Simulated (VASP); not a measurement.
Here is a VASP 6.6.1 calculation.

INCAR

```
SYSTEM = TiO2
  ALGO = Normal
  EDIFF = 1E-7
  ENCUT = 520
  GGA = PE
  ISIF = 2
  ISMEAR = 0
  LASPH = .True.
  LCHARG = .False.
  LREAL = .False.
  LWAVE = .False.
  NBANDS = 60
  NELM = 80
  PREC = Accurate
  SIGMA = 0.02
```

The input KPOINTS:

```
k-points
0
Gamma
  6 4 6
  0 0 0
```

The input POSCAR:

```
TiO2
1.0
    4.5792467751      0.0000000000      0.0000000000
    0.0000000000      5.5732502848      0.0000000000
    0.0000000000      0.0000000000      4.9226155203
Ti O
4 8
Direct
    0.5000000000      0.6775126371      0.7500000000
    0.0000000000      0.8224873629      0.2500000000
    0.5000000000      0.3224873629      0.2500000000
    0.0000000000      0.1775126371      0.7500000000
    0.7289115322      0.6193643622      0.0809763603
    0.2289115322      0.8806356378      0.9190236397
    0.7710884678      0.8806356378      0.5809763603
    0.2710884678      0.6193643622      0.4190236397
    0.7289115322      0.3806356378      0.5809763603
    0.2289115322      0.1193643622      0.4190236397
    0.7710884678      0.1193643622      0.0809763603
    0.2710884678      0.3806356378      0.9190236397
```

Potentials or basis: VASP PAW PBE potentials, release 64 (Ti_sv, O).

Launch:

```bash
$ cat potpaw_PBE.64/Ti_sv/POTCAR potpaw_PBE.64/O/POTCAR > POTCAR
$ mpirun -np 1 vasp_std > vasp.out
```

(1) What does it give for the largest force?

(2) Estimate the pressure.

(3) Estimate the band gap on the k mesh.

## Answers

(1) 0.042 eV/Å.

(2) 0.7 GPa.

(3) 2.60 eV, indirect (least direct gap 2.64 eV).
